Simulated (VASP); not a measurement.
# K2Br3 (R-3c) in VASP: single point with PBE

Aim: the single point of K2Br3 with PBE.

All numbers are computed with VASP 6.6.1; they aren't measurements. Logs are shortened: lines on timing, memory, paths and dates and some standing lists are left out, and cuts for length are marked.

### 1 The cell of the first run

Symmetry: R-3c, No. 167, trigonal system. Conventional cell: a = 7.962 Å, b = 7.962 Å, c = 24.602 Å, α = 90.00°, β = 90.00°, γ = 120.00°. Within 4.4 Å of K (site symmetry 3) lie 6 Br at 3.31 to 3.35 Å. Br (site symmetry 2) has 4 K at 3.31 to 3.35 Å and 2 Br at 3.78 Å within 4.4 Å.

### 2 Single point, PBE

File INCAR:

```
SYSTEM = K2Br3
PREC = Accurate ; ENCUT = 520
EDIFF = 1E-7 ; ISMEAR = 0
SIGMA = 0.1 ; LREAL = .False.
LASPH = .True. ; NELM = 60
ALGO = Normal ; ISIF = 2
LWAVE = .False. ; LCHARG = .True.
GGA = PE ; LELF = .True.
LVHAR = .True. ; NBANDS = 50
```

File KPOINTS:

```
regular mesh
0
Gamma
  6 6 6
  0 0 0
```

File POSCAR:

```
K2Br3
1.0
    3.9811661367      2.2985273407      8.2005072750
   -3.9811661367      2.2985273407      8.2005072750
    0.0000000000     -4.5970546814      8.2005072750
K Br
4 6
Direct
    0.3531490977      0.3531490977      0.3531490977
    0.1468509023      0.1468509023      0.1468509023
    0.6468509023      0.6468509023      0.6468509023
    0.8531490977      0.8531490977      0.8531490977
    0.5238483841      0.9761516159      0.2500000000
    0.2500000000      0.5238483841      0.9761516159
    0.9761516159      0.2500000000      0.5238483841
    0.4761516159      0.0238483841      0.7500000000
    0.7500000000      0.4761516159      0.0238483841
    0.0238483841      0.7500000000      0.4761516159
```

Potentials or basis: VASP PAW PBE potentials, release 64 (K_sv, Br).

On the command line:

```bash
cat potpaw_PBE.64/K_sv/POTCAR potpaw_PBE.64/Br/POTCAR > POTCAR
mpirun -np 1 vasp_std > vasp.out
```

OUTCAR:

```text
SYSTEM = K2Br3
   PREC = Accurate
   ENCUT = 520
   EDIFF = 1E-7
   ISMEAR = 0
   LREAL = .False.
   LASPH = .True.
   NELM = 60
   ISIF = 2
   GGA = PE

 ion  position               nearest neighbor table
   1  0.353  0.353  0.353-
   2  0.147  0.147  0.147-
   3  0.647  0.647  0.647-
   4  0.853  0.853  0.853-
   5  0.524  0.976  0.250-
   6  0.250  0.524  0.976-
   7  0.976  0.250  0.524-
   8  0.476  0.024  0.750-
   9  0.750  0.476  0.024-
  10  0.024  0.750  0.476-

  LATTYP: Found a trigonal (rhomboedric) cell.
 ALAT       =     9.4011292572
 COS(alpha) =     0.6413337182

  Lattice vectors:

 A1 = (   3.9811661367,   2.2985273407,   8.2005072750)
 A2 = (  -3.9811661367,   2.2985273407,   8.2005072750)
 A3 = (   0.0000000000,  -4.5970546814,   8.2005072750)

Analysis of symmetry for initial positions (statically):
=====================================================================
 Subroutine PRICEL returns:
 Original cell was already a primitive cell.

 Routine SETGRP: Setting up the symmetry group for a
 trigonal (rhombohedral) supercell.

 Subroutine GETGRP returns: Found 12 space group operations
 (whereof  6 operations were pure point group operations)
 out of a pool of 12 trial point group operations.

The static configuration has the point symmetry S_6 .
 The point group associated with its full space group is D_3d.

Analysis of symmetry for dynamics (positions and initial velocities):
=====================================================================
 Subroutine PRICEL returns:
 Original cell was already a primitive cell.

 Routine SETGRP: Setting up the symmetry group for a
 trigonal (rhombohedral) supercell.

 Subroutine GETGRP returns: Found 12 space group operations
 (whereof  6 operations were pure point group operations)
 out of a pool of 12 trial point group operations.

The dynamic configuration has the point symmetry S_6 .
 The point group associated with its full space group is D_3d.

 Subroutine INISYM returns: Found 12 space group operations
 (whereof  6 operations are pure point group operations),
 and found     1 'primitive' translations

----------------------------------------------------------------------------------------

                                     Primitive cell

  volume of cell :     450.2482

  direct lattice vectors                    reciprocal lattice vectors
     3.981166137  2.298527341  8.200507275     0.125591343  0.072510195  0.040647892
    -3.981166137  2.298527341  8.200507275    -0.125591343  0.072510195  0.040647892
     0.000000000 -4.597054681  8.200507275     0.000000000 -0.145020391  0.040647892

  length of vectors
     9.401129257  9.401129257  9.401129257     0.150609312  0.150609312  0.150609312

  position of ions in fractional coordinates (direct lattice)
     0.353149098  0.353149098  0.353149098
     0.146850902  0.146850902  0.146850902
     0.646850902  0.646850902  0.646850902
     0.853149098  0.853149098  0.853149098
     0.523848384  0.976151616  0.250000000
     0.250000000  0.523848384  0.976151616
     0.976151616  0.250000000  0.523848384
     0.476151616  0.023848384  0.750000000
     0.750000000  0.476151616  0.023848384
     0.023848384  0.750000000  0.476151616

  ion indices of the primitive-cell ions
   primitive index   ion index
                 1           1
                 2           2
                 3           3
                 4           4
                 5           5
                 6           6
                 7           7
                 8           8
                 9           9
                10          10

----------------------------------------------------------------------------------------

 KPOINTS: regular mesh

Automatic generation of k-mesh.
 Grid dimensions read from file:
 generate k-points for:    6    6    6

 Generating k-lattice:

  Cartesian coordinates                     Fractional coordinates (reciprocal lattice)
     0.020931890  0.012085033  0.006774649     0.166666667  0.000000000  0.000000000
    -0.020931890  0.012085033  0.006774649     0.000000000  0.166666667  0.000000000
     0.000000000 -0.024170065  0.006774649     0.000000000  0.000000000  0.166666667

  Length of vectors
     0.025101552  0.025101552  0.025101552

  Shift w.r.t. Gamma in fractional coordinates (k-lattice)
     0.000000000  0.000000000  0.000000000

 Subroutine IBZKPT returns following result:
 ===========================================

 Found     32 irreducible k-points:

 Following reciprocal coordinates:
            Coordinates               Weight
  0.000000  0.000000  0.000000      1.000000
  0.166667  0.000000  0.000000      6.000000
  0.333333  0.000000 -0.000000      6.000000
  0.500000  0.000000  0.000000      3.000000
  0.166667  0.166667  0.000000      6.000000
  0.333333  0.166667 -0.000000     12.000000
[... 16 lines left out ...]
  0.500000  0.500000  0.166667      6.000000
 -0.333333  0.500000  0.166667     12.000000
 [... further k-points ...]
   k-points           NKPTS =     32   k-points in BZ     NKDIM =     32   number of bands    NBANDS=     50
   number of dos      NEDOS =    301   number of ions     NIONS =     10
   total plane-waves  NPLWV = 343000
   dimension x,y,z NGX =    70 NGY =   70 NGZ =   70
   dimension x,y,z NGXF=   140 NGYF=  140 NGZF=  140
   ions per type =               4   6
   NGX,Y,Z   is equivalent  to a cutoff of  12.38, 12.38, 12.38 a.u.
   NGXF,Y,Z  is equivalent  to a cutoff of  24.76, 24.76, 24.76 a.u.
 SYSTEM =  K2Br3
   PREC   = accura    normal or accurate (medium, high low for compatibility)
   ISTART =      0    job   : 0-new  1-cont  2-samecut
   ICHARG =      2    charge: 1-file 2-atom 10-const
   ISPIN  =      1    spin polarized calculation?
   LNONCOLLINEAR =      F non collinear calculations
   LSORBIT =      F    spin-orbit coupling
   LASPH  =      T    aspherical Exc in radial PAW
   ENCUT  =  520.0 eV  38.22 Ry    6.18 a.u.  17.48 17.48 17.48*2*pi/ulx,y,z
   NELM   =     60;   NELMIN=  2; NELMDL= -5     # of ELM steps
   EDIFF  = 0.1E-06   stopping-criterion for ELM
   LREAL  =      F    real-space projection
   EDIFFG = 0.1E-05   stopping-criterion for IOM
   NSW    =      0    number of steps for IOM
   IBRION =     -1    ionic relax: 0-MD 1-quasi-New 2-CG
   NFREE  =      0    steps in history (QN), initial steepest desc. (CG)
   ISIF   =      2    stress and relaxation
   ISYM   =      2    0-nonsym 1-usesym 2-fastsym
   POTIM  = 0.5000    time-step for ionic-motion
   TEBEG  =    0.0;   TEEND  =   0.0 temperature during run
   PSTRESS=    0.0 pullay stress
   NELECT =      78.0000    total number of electrons
   NUPDOWN=      -1.0000    fix difference up-down
   EMIN   =  10.00;   EMAX   =-10.00  energy-range for DOS
   EFERMI =   0.00;   METHOD = LEGACY
   ISMEAR =     0;   SIGMA  =   0.10  broadening in eV -4-tet -1-fermi 0-gaus
   EFERMI_NEDOS =   21; number of points for ismear=-14 and -15
   IALGO  =     38    algorithm
   IMIX   =      4    mixing-type and parameters
     AMIX     =   0.40;   BMIX     =  1.00
     AMIX_MAG =   1.60;   BMIX_MAG =  1.00
  volume/ion in A,a.u.               =      45.02       303.84
  Fermi-wavevector in a.u.,A,eV,Ry     =   0.912618  1.724598 11.331907  0.832872
  Thomas-Fermi vector in A             =   2.037035
   LORBIT       =      0    0 simple, 1 ext, 2 COOP (PROOUT), +10 PAW based schemes
   GGA     = PE    functional components
   LHFCALC =     F    Hartree Fock is set to
   AEXX    =    0.0000 exact exchange contribution
   IVDW    =     0    specifies the selected vdW correction
   LEPSILON=     F    determine dielectric tensor
   LRPA    =     F    only Hartree local field effects (RPA)
 non-spin polarized calculation
 Gauss-broadening in eV      SIGMA  =   0.10
  energy-cutoff  :      520.00
  volume of cell :      450.25
 maximum number of plane-waves:     12149
 NGX is ok and might be reduce to    70
   NGX = 35   NGY = 35   NGZ = 35

 number of electron      77.9999994 magnetization

 Free energy of the ion-electron system (eV)
  ---------------------------------------------------
  ext. energy  EPLUGINS =         0.00000000
  ---------------------------------------------------
  free energy    TOTEN  =       -25.99582705 eV

  energy without entropy =      -25.84659334  energy(sigma->0) =      -25.92121020

 E-fermi :  -2.6674     XC(G=0):  -6.4687

 val. band max:       -2.6700845644   @ k =   0.5000   0.3333   0.3333
 cond. band min:      -2.6662713361   @ k =   0.3333   0.1667   0.1667
 fundamental gap:      0.0038132283
 Fermi energy:        -2.6673558801

 k-point     1 :       0.0000    0.0000    0.0000
  band No.  band energies     occupation
      1     -30.5845      2.00000
      2     -30.5836      2.00000
      3     -30.5819      2.00000
      4     -30.5814      2.00000
      5     -15.3367      2.00000
      6     -15.2368      2.00000
[... 42 lines left out ...]
     49       5.0800      0.00000
     50       5.0800      0.00000

 k-point     2 :       0.1667    0.0000    0.0000
  band No.  band energies     occupation
      1     -30.5843      2.00000
      2     -30.5835      2.00000
      3     -30.5820      2.00000
      4     -30.5816      2.00000
      5     -15.3323      2.00000
      6     -15.2460      2.00000
[... 42 lines left out ...]
     49       5.0981      0.00000
     50       5.3459      0.00000

 k-point     3 :       0.3333    0.0000   -0.0000
  band No.  band energies     occupation
      1     -30.5838      2.00000
      2     -30.5832      2.00000
      3     -30.5823      2.00000
      4     -30.5820      2.00000
      5     -15.3185      2.00000
      6     -15.2690      2.00000
[... 42 lines left out ...]
     49       5.2537      0.00000
     50       5.2576      0.00000

 k-point     4 :       0.5000    0.0000    0.0000
  band No.  band energies     occupation
      1     -30.5833      2.00000
      2     -30.5833      2.00000
      3     -30.5824      2.00000
      4     -30.5824      2.00000
      5     -15.2960      2.00000
      6     -15.2960      2.00000
[... 999 lines left out ...]
 k-point    23 :       0.5000    0.5000    0.1667
  band No.  band energies     occupation
      1     -30.5837      2.00000
      2     -30.5834      2.00000
      3     -30.5822      2.00000
      4     -30.5821      2.00000
      5     -15.3099      2.00000
      6     -15.2836      2.00000
[... 42 lines left out ...]
     49       4.9192      0.00000
     50       5.1755      0.00000

 k-point    24 :      -0.3333    0.5000    0.1667
  band No.  band energies     occupation
      1     -30.5833      2.00000
      2     -30.5832      2.00000
      3     -30.5825      2.00000
      4     -30.5824      2.00000
      5     -15.3058      2.00000
      6     -15.2909      2.00000
[... 42 lines left out ...]
     49       4.9105      0.00000
     50       5.1176      0.00000

 [... further k-points ...]

------------------------ aborting loop because EDIFF is reached ----------------------------------------

  FORCE on cell =-STRESS in cart. coord.  units (eV):
  Direction    XX          YY          ZZ          XY          YZ          ZX
  --------------------------------------------------------------------------------------
  -------------------------------------------------------------------------------------
  Total        0.0277689      0.0277689      0.1005031      0.0000000     -0.0000000      0.0000000
  in kB        0.0988137      0.0988137      0.3576334      0.0000000     -0.0000000      0.0000000
  external PRESSURE =       0.1850869 kB  Pullay stress =       0.0000000 kB

 VOLUME and BASIS-vectors are now :
 -----------------------------------------------------------------------------
  energy-cutoff  :      520.00
  volume of cell :      450.25
      direct lattice vectors                 reciprocal lattice vectors
     3.981166137  2.298527341  8.200507275     0.125591343  0.072510195  0.040647892
    -3.981166137  2.298527341  8.200507275    -0.125591343  0.072510195  0.040647892
     0.000000000 -4.597054681  8.200507275     0.000000000 -0.145020391  0.040647892

 POSITION                                       TOTAL-FORCE (eV/Angst)
 -----------------------------------------------------------------------------------
      0.00000      0.00000      8.68801         0.000000     -0.000000      0.003791
      0.00000      0.00000      3.61276         0.000000     -0.000000     -0.003791
      0.00000      0.00000     15.91352         0.000000     -0.000000     -0.003791
      0.00000      0.00000     20.98877         0.000000     -0.000000      0.003791
     -1.80069      2.29853     14.35089         0.002402     -0.000000      0.000000
     -1.09024     -2.70871     14.35089        -0.001201      0.002080      0.000000
      2.89093      0.41018     14.35089        -0.001201     -0.002080      0.000000
      1.80069     -2.29853     10.25063        -0.002402     -0.000000     -0.000000
      1.09024      2.70871     10.25063         0.001201     -0.002080      0.000000
     -2.89093     -0.41018     10.25063         0.001201      0.002080      0.000000
 -----------------------------------------------------------------------------------
    total drift:                               -0.000000      0.000000     -0.000000

  FREE ENERGIE OF THE ION-ELECTRON SYSTEM (eV)
  ---------------------------------------------------
  free  energy   TOTEN  =       -25.9958270537 eV

  energy  without entropy=      -25.8465933377  energy(sigma->0) =      -25.92121020
```

Wall time 13 min (1 thread of Intel Xeon 6975P-C (Granite Rapids), shared host); peak memory 1 GiB.

Results:

```yaml
Free_energy: -25.9958 eV
Pressure: 0.0 GPa
Largest_force: 0.004 eV/Å
Band_gap_on_the_k_mesh: zero (bands 39 and 40 overlap by 0.12 eV)
```

Forces in eV/Å, atoms in the order of the input:
```
K    0.000  0.000  0.004
K    0.000  0.000 -0.004
K    0.000  0.000 -0.004
K    0.000  0.000  0.004
Br   0.002  0.000  0.000
Br  -0.001  0.002  0.000
Br  -0.001 -0.002  0.000
Br  -0.002  0.000  0.000
Br   0.001 -0.002  0.000
Br   0.001  0.002  0.000
```
